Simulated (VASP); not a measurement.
HfC, 2 atoms in the cell. It takes space group I4mm (No. 107, tetragonal). The conventional cell has a = 3.288 Å, b = 3.288 Å, c = 4.650 Å, α = 90.00°, β = 90.00°, γ = 90.00°. Within 2.9 Å of Hf (site symmetry 4mm) lie 6 C at 2.23 to 2.42 Å. C (site symmetry 4mm) has 6 Hf at 2.23 to 2.42 Å within 2.9 Å. 

```yaml
Program: VASP 6.6.1
Task: single point
Functional: r2SCAN
Potentials_or_basis: VASP PAW PBE potentials, release 64 (Hf_pv, C)
Cutoff: 520 eV
k_mesh: 15 × 15 × 15
Occupations: fermi-dirac, width 0.02 eV
Spin: no spin polarisation
Dipole_correction: no
Further_INCAR_settings: ALGO = Normal; EDIFF = 1e-07; NBANDS = 14
```

Potentials or basis: VASP PAW PBE potentials, release 64 (Hf_pv, C).

The run is started by

```console
$ cat potpaw_PBE.64/Hf_pv/POTCAR potpaw_PBE.64/C/POTCAR > POTCAR
$ cp INCAR.step1 INCAR
$ mpirun -np 1 vasp_std > vasp.out
$ cp INCAR.step2 INCAR
$ mpirun -np 1 vasp_std > vasp.out
```

Hardware: 1 thread of AMD EPYC 7R13, with other jobs on the host.

**Question.** How long does it take, and how much memory?

**Answer.** Wall time 2.5 min on 1 thread of AMD EPYC 7R13 (shared host), peak memory 0.23 GiB. Counts: k points 288.
